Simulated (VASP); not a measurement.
# H20CO9 in VASP: a series of runs

Runs on H20CO9. Level: PBE+D3(BJ). Tasks: single point.

All numbers are computed with VASP 6.6.1; they aren't measurements. Logs are shortened: lines on timing, memory, paths and dates and some standing lists are left out, and cuts for length are marked.

## (1) The cell of the first run

The cell holds a disordered packing, 30 atoms: a = 6.964 Å, b = 6.964 Å, c = 6.964 Å, α = 90.00°, β = 90.00°, γ = 90.00°.

## (2) Single point, PBE+D3(BJ)

INCAR

```
SYSTEM = H20CO9
ALGO = Normal
EDIFF = 1E-6
ENCUT = 520
GGA = PE
ISIF = 2
ISMEAR = -1
IVDW = 12
LASPH = .True.
LCHARG = .False.
LREAL = Auto
LWAVE = .False.
NBANDS = 60
NELM = 80
PREC = Accurate
SIGMA = 0.02
```

KPOINTS

```
k-points
0
Gamma
  1 1 1
  0 0 0
```

POSCAR

```
H20CO9
1.0
    6.9637580000      0.0000000000      0.0000000000
    0.0000000000      6.9637580000      0.0000000000
    0.0000000000      0.0000000000      6.9637580000
O H C
9 20 1
Direct
    0.1724499904      0.4259194533      0.6254812416
    0.1675675691      0.5808070872      0.2208290409
    0.8314188977      0.4506618409      0.0184239602
    0.4094771817      0.8812770346      0.6370267318
    0.6756265798      0.6493620255      0.7558562489
    1.0255956626      0.8918316805      0.8051256233
    0.3832126274      0.2323745311      0.9133286941
    0.3893587342      0.9394783679      0.2700984153
    0.8591768985      1.1697132497      0.5083749320
    0.0663004085      0.4720583340      0.7040020633
    0.1627569482      0.4904679341      0.5038802325
    0.0400214941      0.5704247620      0.1566252015
    0.2580216027      0.5157416441      0.1431411028
    0.7449426014      0.5414174358     -0.0561334842
    0.7498250226      0.3435501349      0.0426063054
    0.3928625894      0.9253049862      0.4948908334
    0.2873879305      0.9137451359      0.7051939484
    0.5581756287      0.7304963785      0.7155906337
    0.6928586548      0.5389187849      0.6666515407
    0.9576582070      0.9670496878      0.7074197581
    0.9329301794      0.7976153106      0.8334723866
    0.3107230320      0.3012166707      0.8151202268
    0.4545103377      0.1518433007      0.8212950536
    0.3075063780      0.8239803853      0.2475531172
    0.3838875504      1.0271178292      0.1642503947
    0.7081090411      1.0000921916      0.3382512718
    0.9723772710      1.2666867516      0.4949913538
    0.8675200948      1.1494368414      0.2059663762
    0.9622534270      0.9538097102      0.3342017342
    0.8507906220      1.0610506568      0.3325216069
```

Potentials or basis: VASP PAW PBE potentials, release 64 (O, H, C).

Launch:

```sh
cat potpaw_PBE.64/O/POTCAR potpaw_PBE.64/H/POTCAR potpaw_PBE.64/C/POTCAR > POTCAR
mpirun -np 1 vasp_gam > vasp.out
```

OUTCAR:

```text
SYSTEM = H20CO9
   EDIFF = 1E-6
   ENCUT = 520
   GGA = PE
   ISIF = 2
   ISMEAR = -1
   IVDW = 12
   LASPH = .True.
   LREAL = Auto
   NELM = 80
   PREC = Accurate
 IVDW          = 12

 ion  position               nearest neighbor table
   1  0.172  0.426  0.625-  11 0.96  10 0.97
   2  0.168  0.581  0.221-  13 0.95  12 1.00
   3  0.831  0.451  0.018-  15 0.95  14 1.02
   4  0.409  0.881  0.637-  17 1.00  16 1.04
   5  0.676  0.649  0.756-  19 1.00  18 1.03
   6  0.026  0.892  0.805-  21 0.94  20 0.98
   7  0.383  0.232  0.913-  22 0.98  23 0.99
   8  0.389  0.939  0.270-  25 0.96  24 1.00
   9  0.859  0.170  0.508-  27 1.04  30 1.44
  10  0.066  0.472  0.704-   1 0.97
  11  0.163  0.490  0.504-   1 0.96
  12  0.040  0.570  0.157-   2 1.00
  13  0.258  0.516  0.143-   2 0.95
  14  0.745  0.541  0.944-   3 1.02
  15  0.750  0.344  0.043-   3 0.95
[... 12 lines left out ...]
  28  0.868  0.149  0.206-  30 1.08
  29  0.962  0.954  0.334-  30 1.08
  30  0.851  0.061  0.333-  29 1.08  26 1.08  28 1.08   9 1.44

  LATTYP: Found a simple cubic cell.
 ALAT       =     6.9637580000

  Lattice vectors:

 A1 = (   6.9637580000,   0.0000000000,   0.0000000000)
 A2 = (   0.0000000000,   6.9637580000,   0.0000000000)
 A3 = (   0.0000000000,   0.0000000000,   6.9637580000)

Analysis of symmetry for initial positions (statically):
=====================================================================
 Subroutine PRICEL returns:
 Original cell was already a primitive cell.

 Routine SETGRP: Setting up the symmetry group for a
 simple cubic supercell.

 Subroutine GETGRP returns: Found  1 space group operations
 (whereof  1 operations were pure point group operations)
 out of a pool of 48 trial point group operations.

The static configuration has the point symmetry C_1 .

Analysis of symmetry for dynamics (positions and initial velocities):
=====================================================================
 Subroutine PRICEL returns:
 Original cell was already a primitive cell.

 Routine SETGRP: Setting up the symmetry group for a
 simple cubic supercell.

 Subroutine GETGRP returns: Found  1 space group operations
 (whereof  1 operations were pure point group operations)
 out of a pool of 48 trial point group operations.

The dynamic configuration has the point symmetry C_1 .

 Subroutine INISYM returns: Found  1 space group operations
 (whereof  1 operations are pure point group operations),
 and found     1 'primitive' translations

----------------------------------------------------------------------------------------

                                     Primitive cell

  volume of cell :     337.7000

  direct lattice vectors                    reciprocal lattice vectors
     6.963758000  0.000000000  0.000000000     0.143600625  0.000000000  0.000000000
     0.000000000  6.963758000  0.000000000     0.000000000  0.143600625  0.000000000
     0.000000000  0.000000000  6.963758000     0.000000000  0.000000000  0.143600625

  length of vectors
     6.963758000  6.963758000  6.963758000     0.143600625  0.143600625  0.143600625

  position of ions in fractional coordinates (direct lattice)
     0.172449990  0.425919453  0.625481242
     0.167567569  0.580807087  0.220829041
     0.831418898  0.450661841  0.018423960
     0.409477182  0.881277035  0.637026732
     0.675626580  0.649362025  0.755856249
     0.025595663  0.891831680  0.805125623
[... 22 lines left out ...]
     0.962253427  0.953809710  0.334201734
     0.850790622  0.061050657  0.332521607

  ion indices of the primitive-cell ions
   primitive index   ion index
                 1           1
                 2           2
                 3           3
                 4           4
                 5           5
                 6           6
[... 22 lines left out ...]
                29          29
                30          30

----------------------------------------------------------------------------------------

 KPOINTS: k-points

Automatic generation of k-mesh.
 Grid dimensions read from file:
 generate k-points for:    1    1    1

 Generating k-lattice:

  Cartesian coordinates                     Fractional coordinates (reciprocal lattice)
     0.143600625  0.000000000  0.000000000     1.000000000  0.000000000  0.000000000
     0.000000000  0.143600625  0.000000000     0.000000000  1.000000000  0.000000000
     0.000000000  0.000000000  0.143600625     0.000000000  0.000000000  1.000000000

  Length of vectors
     0.143600625  0.143600625  0.143600625

  Shift w.r.t. Gamma in fractional coordinates (k-lattice)
     0.000000000  0.000000000  0.000000000

 Subroutine IBZKPT returns following result:
 ===========================================

 Found      1 irreducible k-points:

 Following reciprocal coordinates:
            Coordinates               Weight
  0.000000  0.000000  0.000000      1.000000
   k-points           NKPTS =      1   k-points in BZ     NKDIM =      1   number of bands    NBANDS=     60
   number of dos      NEDOS =    301   number of ions     NIONS =     30
   total plane-waves  NPLWV = 157464
   dimension x,y,z NGX =    54 NGY =   54 NGZ =   54
   dimension x,y,z NGXF=   108 NGYF=  108 NGZF=  108
   ions per type =               9  20   1
   NGX,Y,Z   is equivalent  to a cutoff of  12.89, 12.89, 12.89 a.u.
   NGXF,Y,Z  is equivalent  to a cutoff of  25.78, 25.78, 25.78 a.u.
 SYSTEM =  H20CO9
   PREC   = accura    normal or accurate (medium, high low for compatibility)
   ISTART =      0    job   : 0-new  1-cont  2-samecut
   ICHARG =      2    charge: 1-file 2-atom 10-const
   ISPIN  =      1    spin polarized calculation?
   LNONCOLLINEAR =      F non collinear calculations
   LSORBIT =      F    spin-orbit coupling
   LASPH  =      T    aspherical Exc in radial PAW
   ENCUT  =  520.0 eV  38.22 Ry    6.18 a.u.  12.95 12.95 12.95*2*pi/ulx,y,z
   NELM   =     80;   NELMIN=  2; NELMDL= -5     # of ELM steps
   EDIFF  = 0.1E-05   stopping-criterion for ELM
   LREAL  =      T    real-space projection
   EDIFFG = 0.1E-04   stopping-criterion for IOM
   NSW    =      0    number of steps for IOM
   IBRION =     -1    ionic relax: 0-MD 1-quasi-New 2-CG
   NFREE  =      0    steps in history (QN), initial steepest desc. (CG)
   ISIF   =      2    stress and relaxation
   ISYM   =      2    0-nonsym 1-usesym 2-fastsym
   POTIM  = 0.5000    time-step for ionic-motion
   TEBEG  =    0.0;   TEEND  =   0.0 temperature during run
   PSTRESS=    0.0 pullay stress
   NELECT =      78.0000    total number of electrons
   NUPDOWN=      -1.0000    fix difference up-down
   EMIN   =  10.00;   EMAX   =-10.00  energy-range for DOS
   EFERMI =   0.00;   METHOD = LEGACY
   ISMEAR =    -1;   SIGMA  =   0.02  broadening in eV -4-tet -1-fermi 0-gaus
   EFERMI_NEDOS =   21; number of points for ismear=-14 and -15
   IALGO  =     38    algorithm
   IMIX   =      4    mixing-type and parameters
     AMIX     =   0.40;   BMIX     =  1.00
     AMIX_MAG =   1.60;   BMIX_MAG =  1.00
  volume/ion in A,a.u.               =      11.26        75.96
  Fermi-wavevector in a.u.,A,eV,Ry     =   1.004452  1.898140 13.727253  1.008925
  Thomas-Fermi vector in A             =   2.137069
   LORBIT       =      0    0 simple, 1 ext, 2 COOP (PROOUT), +10 PAW based schemes
   GGA     = PE    functional components
   LHFCALC =     F    Hartree Fock is set to
   AEXX    =    0.0000 exact exchange contribution
   IVDW    =    12    specifies the selected vdW correction
   LEPSILON=     F    determine dielectric tensor
   LRPA    =     F    only Hartree local field effects (RPA)
 non-spin polarized calculation
  energy-cutoff  :      520.00
  volume of cell :      337.70
 maximum number of plane-waves:      4523
 NGX is ok and might be reduce to    50
   NGX = 25   NGY = 25   NGZ = 25

 number of electron      78.0000018 magnetization

 Free energy of the ion-electron system (eV)
  ---------------------------------------------------
  ext. energy  EPLUGINS =         0.00000000
  ---------------------------------------------------
  free energy    TOTEN  =      -146.75664517 eV

  energy without entropy =     -146.75664517  energy(sigma->0) =     -146.75664517

 E-fermi :  -3.0243     XC(G=0):  -6.3585

 val. band max:       -3.5277167919   @ k =   0.0000   0.0000   0.0000
 cond. band min:       0.6755432750   @ k =   0.0000   0.0000   0.0000
 fundamental gap:      4.2032600669
 Fermi energy:        -3.0242886853

 k-point     1 :       0.0000    0.0000    0.0000
  band No.  band energies     occupation
      1     -23.1499      2.00000
      2     -22.9370      2.00000
      3     -22.6485      2.00000
      4     -22.5059      2.00000
      5     -22.3243      2.00000
      6     -22.2645      2.00000
[... 43 lines left out ...]
     50       5.5394      0.00000
     51       5.9290      0.00000
 [bands above 51 left out]

------------------------ aborting loop because EDIFF is reached ----------------------------------------

 Edisp (eV)   -0.89519

 E8    (eV) :    -0.1819

  FORCE on cell =-STRESS in cart. coord.  units (eV):
  Direction    XX          YY          ZZ          XY          YZ          ZX
  --------------------------------------------------------------------------------------
  -------------------------------------------------------------------------------------
  Total      -1.56206     0.11962    -0.94138    -0.33724    -0.94033     0.47647
  in kB      -7.41102     0.56750    -4.46625    -1.60001    -4.46131     2.26054
  external pressure =       -3.77 kB  Pullay stress =        0.00 kB

 VOLUME and BASIS-vectors are now :
 -----------------------------------------------------------------------------
  energy-cutoff  :      520.00
  volume of cell :      337.70
      direct lattice vectors                 reciprocal lattice vectors
     6.963758000  0.000000000  0.000000000     0.143600625  0.000000000  0.000000000
     0.000000000  6.963758000  0.000000000     0.000000000  0.143600625  0.000000000
     0.000000000  0.000000000  6.963758000     0.000000000  0.000000000  0.143600625

 POSITION                                       TOTAL-FORCE (eV/Angst)
 -----------------------------------------------------------------------------------
      1.20090      2.96600      4.35570        -0.344490     -0.671752      0.723029
      1.16690      4.04460      1.53780        -1.216532      1.071708      1.051334
      5.78980      3.13830      0.12830         0.465777      1.258357     -0.189584
      2.85150      6.13700      4.43610        -0.814935      0.972236     -0.563314
      4.70490      4.52200      5.26360        -0.148671     -0.387317     -0.665638
      0.17824      6.21050      5.60670         1.110228      1.332350     -0.489273
[... 22 lines left out ...]
      6.70090      6.64210      2.32730         0.412312     -0.677671     -0.194610
      5.92470      0.42514      2.31560        -0.504238      0.239228      0.837574
 -----------------------------------------------------------------------------------
    total drift:                               -0.000227     -0.001647      0.003673

  FREE ENERGIE OF THE ION-ELECTRON SYSTEM (eV)
  ---------------------------------------------------
  free  energy   TOTEN  =      -147.6518385548 eV

  energy  without entropy=     -147.6518385548  energy(sigma->0) =     -147.65183855
```

Run time: 43 s. Hardware: 1 thread of AMD EPYC 7R43 (Zen 3), shared host; peak memory 0.34 GiB.

Results:

- Free energy: -147.6518 eV
- Pressure: -0.4 GPa
- Largest force: 2.705 eV/Å
- Dispersion energy per atom: -0.030 eV

Forces on the atoms (eV/Å):
```
O   -0.344 -0.672  0.723
O   -1.217  1.072  1.051
O    0.466  1.258 -0.190
O   -0.815  0.972 -0.563
O   -0.149 -0.387 -0.666
O    1.110  1.332 -0.489
O    0.613 -0.445 -0.386
O   -0.268 -1.284  0.696
O    1.915  1.907 -0.127
H    0.016  0.143  0.072
H    0.229  0.724 -0.944
H    0.417 -0.363  0.055
H    0.808 -0.893 -0.959
H    0.352 -0.282  0.099
H   -0.513 -0.862  0.269
H    0.358 -0.367  1.396
H    0.450 -0.624 -0.370
H    0.492 -0.340 -0.206
H   -0.488  0.933  0.485
H    0.057  0.463 -0.075
H   -1.248 -1.446  0.398
H   -0.542  0.569  0.017
H    0.204 -0.283  0.507
H    0.187  0.623 -0.408
H   -0.388  0.503 -0.798
H   -0.192 -0.488 -0.395
H   -1.520 -1.654  0.568
H    0.100  0.330 -0.403
H    0.412 -0.678 -0.195
C   -0.504  0.239  0.838
```

Caveat: the k points lie up to 0.90 Å⁻¹ apart.

## (3) Single point, PBE+D3(BJ)

INCAR

```
ALGO     = Normal         # electronic algorithm
EDIFF    = 1E-7           # SCF threshold, eV
ENCUT    = 520            # plane-wave cutoff, eV
GGA      = PE             # functional
ISIF     = 2              # what is computed and relaxed
ISMEAR   = -1             # smearing method
IVDW     = 12             # dispersion correction
LASPH    = True           # aspherical terms in the spheres
LCHARG   = False          # write CHGCAR
LREAL    = Auto         
LWAVE    = False          # write WAVECAR
NBANDS   = 60             # bands
NELM     = 100            # most SCF steps
PREC     = Accurate       # precision mode
SIGMA    = 0.02           # smearing width, eV
```

KPOINTS

```
k-points
0
Gamma
  1 1 1
```

POSCAR

```
H20CO9
1.0
    6.9637580000      0.0000000000      0.0000000000
    0.0000000000      6.9637580000      0.0000000000
    0.0000000000      0.0000000000      6.9637580000
O H C
9 20 1
Direct
    0.1738859966      0.5092365358      0.5926254186
    0.1869967337      0.6112073395      0.1929417995
    0.8539067555      0.4716706123      0.0218416550
    0.4010909052      0.8664287300      0.6284681346
    0.6567000174      0.6288989365      0.7444974395
    0.9958846933      0.8603687836      0.8016792083
    0.3325503270      0.2629758243      0.8921332419
    0.3791056496      0.9251613856      0.2474238766
    0.8432228690      1.1985913353      0.4894052895
    0.0815077147      0.5903852489      0.6591268680
    0.1742737183      0.5418769578      0.4553145012
    0.0681528565      0.5922520570      0.1179391932
    0.2726975866      0.5226057540      0.1136886147
    0.7726000817      0.5506653161     -0.0769699349
    0.7581251388      0.3676893999      0.0544389969
    0.3971131679      0.9005625985      0.4917890599
    0.2753541981      0.8169008745      0.6437328810
    0.5606168394      0.7176728427      0.6861668656
    0.6514011544      0.5250469646      0.6513149940
    1.0276635116      0.9861198508      0.7580676985
    0.8592486988      0.8341760297      0.7637255631
    0.3006853483      0.3594467240      0.7995826391
    0.3542053012      0.1460561955      0.8324815423
    0.2686767691      0.8473298469      0.2033097646
    0.3439952968      1.0465039135      0.1822148329
    0.7397873390      0.9922946777      0.2892547386
    0.9355437107      1.3015960635      0.4841782268
    0.8857286540      1.1749690325      0.1748912010
    0.9763693684      0.9724490713      0.3278689466
    0.8630971955      1.0861520461      0.3131786027
```

Potentials or basis: VASP PAW PBE potentials, release 64 (O, H, C).

Launch:

```sh
cat potpaw_PBE.64/O/POTCAR potpaw_PBE.64/H/POTCAR potpaw_PBE.64/C/POTCAR > POTCAR
mpirun -np 1 vasp_gam > vasp.out
```

OUTCAR:

```text
EDIFF = 1E-7
   ENCUT = 520
   GGA = PE
   ISIF = 2
   ISMEAR = -1
   IVDW = 12
   LASPH = True
   LREAL = Auto
   NELM = 100
   PREC = Accurate
 IVDW          = 12

 ion  position               nearest neighbor table
   1  0.174  0.509  0.593-  10 0.97  11 0.98
   2  0.187  0.611  0.193-  12 0.99  13 1.02
   3  0.854  0.472  0.022-  15 1.01  14 1.05
   4  0.401  0.866  0.628-  17 0.95  16 0.98
[... 313 lines left out ...]
  -------------------------------------------------------------------------------------
  Total       0.40563     0.27992    -3.68763     1.05615    -0.78646    -0.53814
  in kB       1.92448     1.32802   -17.49551     5.01077    -3.73126    -2.55316
  external pressure =       -4.75 kB  Pullay stress =        0.00 kB

 VOLUME and BASIS-vectors are now :
 -----------------------------------------------------------------------------
  energy-cutoff  :      520.00
  volume of cell :      337.70
      direct lattice vectors                 reciprocal lattice vectors
     6.963758000  0.000000000  0.000000000     0.143600625  0.000000000  0.000000000
     0.000000000  6.963758000  0.000000000     0.000000000  0.143600625  0.000000000
     0.000000000  0.000000000  6.963758000     0.000000000  0.000000000  0.143600625

 POSITION                                       TOTAL-FORCE (eV/Angst)
 -----------------------------------------------------------------------------------
      1.21090      3.54620      4.12690        -0.061119     -0.540116      0.115111
      1.30220      4.25630      1.34360         0.792393     -1.465917     -1.346132
      5.94640      3.28460      0.15210        -2.020633     -0.126682     -0.764657
      2.79310      6.03360      4.37650         1.001731      0.877651      0.121072
      4.57310      4.37950      5.18450         0.288420     -0.289907     -0.599523
      6.93510      5.99140      5.58270        -0.901996     -1.387919      0.050974
[... 22 lines left out ...]
      6.79920      6.77190      2.28320         0.178025      0.864633     -0.054921
      6.01040      0.59994      2.18090         0.560993     -0.184001     -0.574487
 -----------------------------------------------------------------------------------
    total drift:                               -0.001744      0.009610     -0.021624

  FREE ENERGIE OF THE ION-ELECTRON SYSTEM (eV)
  ---------------------------------------------------
  free  energy   TOTEN  =      -147.3652278219 eV

  energy  without entropy=     -147.3652278219  energy(sigma->0) =     -147.36522782
```

stdout:

```text
POSCAR found type information on POSCAR O H C
 POSCAR found :  3 types and      30 ions
 scaLAPACK will be used
 LDA part: xc-table for (Slater+PW92), standard interpolation
 POSCAR, INCAR and KPOINTS ok, starting setup
 FFT: planning ... GRIDC
 FFT: planning ... GRID_SOFT
 FFT: planning ... GRID
 WAVECAR not read
 entering main loop
```

It took 45 s on 1 thread of AMD EPYC 7R43 (Zen 3), shared host; peak memory 0.34 GiB.

Results:

- Free energy: -147.3652 eV
- Pressure: -0.5 GPa
- Largest force: 3.134 eV/Å
- Dispersion energy per atom: -0.030 eV

Forces in eV/Å, atoms in the order of the input:
```
O   -0.061 -0.540  0.115
O    0.792 -1.466 -1.346
O   -2.021 -0.127 -0.765
O    1.002  0.878  0.121
O    0.288 -0.290 -0.600
O   -0.902 -1.388  0.051
O   -0.114  1.716  2.620
O   -0.754  1.251 -0.797
O   -0.540 -0.868 -0.921
H   -0.158  0.251 -0.084
H   -0.042  0.206 -0.145
H   -0.652 -0.108  0.307
H   -0.618  1.031  1.154
H    0.911 -0.783  1.079
H    1.169  1.124 -0.209
H    0.384  0.371 -0.799
H   -1.368 -0.843  0.693
H   -0.646  0.751  0.359
H    0.340 -0.439  0.093
H   -0.119  1.111 -0.373
H    1.033  0.195  0.224
H   -0.311  0.358 -1.111
H    0.525 -2.189 -1.590
H    0.459 -0.852  0.255
H    0.655 -0.111  0.469
H   -0.666  0.510  0.263
H    0.604  0.354  0.074
H    0.070 -0.784  1.493
H    0.178  0.865 -0.055
C    0.561 -0.184 -0.574
```

Stress tensor (GPa, compression positive):
```
 0.19  0.50 -0.26
 0.50  0.13 -0.37
-0.26 -0.37 -1.75
```

Caveat: the k points lie up to 0.90 Å⁻¹ apart.
